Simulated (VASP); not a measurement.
Here is a VASP 6.6.1 calculation.

File INCAR:

```
PREC = Accurate
ENCUT = 520
EDIFF = 1E-7
ISMEAR = 0
SIGMA = 0.02
LREAL = F
LASPH = T
NELM = 60
ALGO = Normal
ISIF = 2
LWAVE = F
LCHARG = F
GGA = PE
IVDW = 12
NBANDS = 14
```

File KPOINTS:

```
Automatic mesh
0
Gamma
  8 8 8
```

File POSCAR:

```
NaCl
1.0
    0.0000000000      2.7906655449      2.7906655449
    2.7906655449      0.0000000000      2.7906655449
    2.7906655449      2.7906655449      0.0000000000
Na Cl
1 1
Direct
    0.0000000000      0.0000000000      0.0000000000
    0.5000000000      0.5000000000      0.5000000000
```

Potentials or basis: VASP PAW PBE potentials, release 64 (Na_pv, Cl).

Run with:

```console
$ cat potpaw_PBE.64/Na_pv/POTCAR potpaw_PBE.64/Cl/POTCAR > POTCAR
$ mpirun -np 1 vasp_std > vasp.out
```

**Question.** What does it give for the dispersion energy per atom?

**Answer.** -0.222 eV.

**Question.** What does it give for the pressure?

**Answer.** -0.1 GPa.

**Question.** Predict the band gap on the k mesh.

**Answer.** 5.23 eV.
